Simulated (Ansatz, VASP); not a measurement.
**MgO: VASP beside Ansatz**

```
Mg O
1.0
     0.00000    2.12702    2.12702
     2.12702    0.00000    2.12702
     2.12702    2.12702    0.00000
Mg O
1 1
Direct
  0.00000 0.00000 0.00000
  0.50000 0.50000 0.50000
```

Alike in both runs: functional PBE; k mesh 8 × 8 × 8; occupations gaussian, width 0.1 eV; no spin polarisation.

Ansatz relaxed the structure, and its values are those at the end. VASP's run is a single point on that final structure, the one shown.

|  | VASP | Ansatz |
| --- | --- | --- |
| version | VASP 6.6.1 | Ansatz 0.2.0 |
| potentials or method | VASP PAW PBE potentials, release 64 (Mg, O), cutoff 520 eV | scalar-relativistic, plane waves, PAW |
| valence electrons in the cell | 8 | 16 |

```tsv
	VASP	Ansatz	Ansatz less VASP
gap on the k mesh at the Fermi level (eV)	4.44	4.46	+0.017
least direct gap on the mesh (eV)	4.44	4.46	+0.017
pressure (GPa)	-0.8	0.0	+0.73
```

VASP's potentials hold 8 valence electrons a cell and Ansatz's 16, so a difference there can come from the potentials and not from the codes.
